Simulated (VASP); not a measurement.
Set up this calculation in VASP 6.6.1, as the native input.

```yaml
Task: electric field gradients
Functional: PBEsol
Potentials_or_basis: VASP PAW PBE potentials, release 64 (Al, N)
Cutoff: 520 eV
k_mesh: 11 × 11 × 6
Occupations: fermi-dirac, width 0.02 eV
Spin: no spin polarisation
Dipole_correction: no
Further_INCAR_settings: ALGO = Normal; EDIFF = 1e-08; NBANDS = 16
```

The structure of AlN lies in POSCAR:

```
AlN
1.0
    3.0487821086      0.0000000000      0.0000000000
   -1.5243910543      2.6403227566      0.0000000000
    0.0000000000      0.0000000000      4.9780000000
Al N
2 2
Direct
    0.3333333333      0.6666666667      0.0000000000
    0.6666666667      0.3333333333      0.5000000000
    0.3333333333      0.6666666667      0.3850000000
    0.6666666667      0.3333333333      0.8850000000
```

This cell differs from its parent crystal: equal xx and yy strain of -2 %.

One way to write it, as run:

INCAR

```
PREC = Accurate
ENCUT = 520
EDIFF = 1E-8
ISMEAR = -1
SIGMA = 0.02
LREAL = False
LASPH = True
NELM = 80
ALGO = Normal
ISIF = 2
LWAVE = False
LCHARG = False
GGA = PS
LEFG = True
NBANDS = 16
```

KPOINTS

```
regular mesh
0
Gamma
  11 11 6
```

Potentials or basis: VASP PAW PBE potentials, release 64 (Al, N).

The run is started by

```sh
$ cat potpaw_PBE.64/Al/POTCAR potpaw_PBE.64/N/POTCAR > POTCAR
$ mpirun -np 1 vasp_std > vasp.out
```

It gave:

| Property | Result |
| --- | --- |
| Pressure | 10.0 GPa |
| Largest force | 0.443 eV/Å |
| Band gap on the k mesh | 4.50 eV, direct |

Caveat: the cell differs from its parent crystal (equal xx and yy strain of -2 %); without QUAD_EFG the Cq values of the log hold for a quadrupole moment of 1 mb, not for the nuclei; the PAW data sets were made with another functional, which shifts forces and pressure a little.

Wall time 23 s on 1 thread of AMD EPYC 9R45 96-Core Processor (Zen 5), with other jobs on the host, peak memory 0.14 GiB.
